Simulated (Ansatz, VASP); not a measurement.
**SrO: VASP beside Ansatz**

```
CELL_PARAMETERS angstrom
0.00000 2.64831 2.64831
2.64831 0.00000 2.64831
2.64831 2.64831 0.00000
ATOMIC_POSITIONS crystal
Sr 0.50000 0.50000 0.50000
O 0.00000 0.00000 0.00000
```

Alike in both runs: task single point; functional PBE; k mesh 8 × 8 × 8; occupations gaussian, width 0.02 eV; no spin polarisation.

|  | VASP | Ansatz |
| --- | --- | --- |
| version | VASP 6.6.1 | Ansatz 0.2.0 |
| potentials or method | VASP PAW PBE potentials, release 64 (Sr_sv, O), cutoff 520 eV | scalar-relativistic, plane waves, PAW |
| valence electrons in the cell | 16 | 16 |

|  | VASP | Ansatz | Ansatz less VASP |
| --- | --- | --- | --- |
| gap on the k mesh at the Fermi level (eV) | 3.30 | 3.34 | +0.040 |
| least direct gap on the mesh (eV) | 3.38 | 3.40 | +0.019 |
| pressure (GPa) | -3.9 | -4.3 | -0.38 |
